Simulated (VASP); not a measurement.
TiSb2N3:

```xyz
6
Lattice="2.9444 1.7000 2.9037 -2.9444 1.7000 2.9037 0.0000 -3.3999 2.9037" Properties=species:S:1:pos:R:3 pbc="T T T"
Ti    0.0000    0.0000    0.0000
Sb    0.0000    0.0000    5.9851
Sb    0.0000    0.0000    2.7260
N     0.0000   -1.7000    1.4518
N     1.4722    0.8500    1.4518
N    -1.4722    0.8500    1.4518
```

The cell was built from a structure type or drawn by symmetry, and may not be a known phase.

* Program: VASP 6.6.1
* Task: relaxation of cell and atoms
* Functional: PBE
* Potentials or basis: VASP PAW PBE potentials, release 64 (Ti_sv, Sb, N)
* Cutoff: 600 eV
* k mesh: 6 × 6 × 6
* Occupations: gaussian, width 0.1 eV
* Spin: no spin polarisation

At the start: pressure -0.3 GPa; volume 14.53 Å³/atom.

**Question.** How do energy, volume and symmetry change on relaxing?

**Answer.** Over 7 steps the energy falls by 2.8 meV/atom and the volume is 14.32 Å³/atom (-1.4 %); space group R-3m (No. 166, to 0.1 Å) before and after.

Step by step:
```tsv
step	energy change (eV)	largest force (eV/Å)	pressure (GPa)	volume (Å³)
1	0.0000	0.3351	-0.28	87.21
2	-0.0137	0.0001	-1.11	86.88
3	-0.0137	0.0077	-1.08	86.88
4	-0.0153	0.1182	0.78	85.57
5	-0.0164	0.0755	0.06	86.07
6	-0.0170	0.0297	0.03	86.00
7	-0.0171	0.0074	0.01	85.94
```

Final structure:
```xyz
6
Lattice="2.9179 1.6846 2.9140 -2.9179 1.6846 2.9140 0.0000 -3.3693 2.9140" Properties=species:S:1:pos:R:3 pbc="T T T"
Ti    0.0000    0.0000    0.0000
Sb    0.0000    0.0000    5.9802
Sb    0.0000    0.0000    2.7618
N     0.0000   -1.6846    1.4570
N     1.4589    0.8423    1.4570
N    -1.4589    0.8423    1.4570
```
